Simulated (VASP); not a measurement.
A run of VASP 6.6.1 is set up as follows.

INCAR

```
SYSTEM = Ta
ALGO = Normal
EDIFF = 1E-8
ENCUT = 400
GGA = PE
GGA_COMPAT = .FALSE.
ISIF = 2
ISMEAR = -1
LASPH = .TRUE.
LCHARG = .FALSE.
LEFG = .TRUE.
LREAL = .FALSE.
LWAVE = .FALSE.
NBANDS = 12
NELM = 120
PREC = Accurate
SIGMA = 0.05
```

File KPOINTS:

```
k-points
0
G
  15 15 15
  0 0 0
```

Contents of POSCAR:

```
Ta
1.0
   -1.6347672000      1.6347672000      1.6512800000
    1.6347672000     -1.6347672000      1.6512800000
    1.6347672000      1.6347672000     -1.6512800000
Ta
1
Direct
    0.0000000000      0.0000000000      0.0000000000
```

Potentials or basis: VASP PAW PBE potentials, release 64 (Ta_pv).

Command:

```console
$ cat potpaw_PBE.64/Ta_pv/POTCAR > POTCAR
$ mpirun -np 1 vasp_std > vasp.out
```

Q: What does it give for the band gap on the k mesh?

A: Zero (an odd number of electrons rules out a gap without spin polarisation).

Q: Predict the pressure.

A: 7.3 GPa.

Electric field gradients, principal values (V/Å²):
| atom | least | middle | greatest (by size) |
| --- | --- | --- | --- |
| 1 Ta | -3.465 | -3.465 | 6.930 |

Caveat: the cell differs from its parent crystal (x and y stretched by -1 %, z held); the cell stands under pressure; without QUAD_EFG the Cq values of the log hold for a quadrupole moment of 1 mb, not for the nuclei; spin-orbit coupling is left out, which moves the levels of the heavy elements.
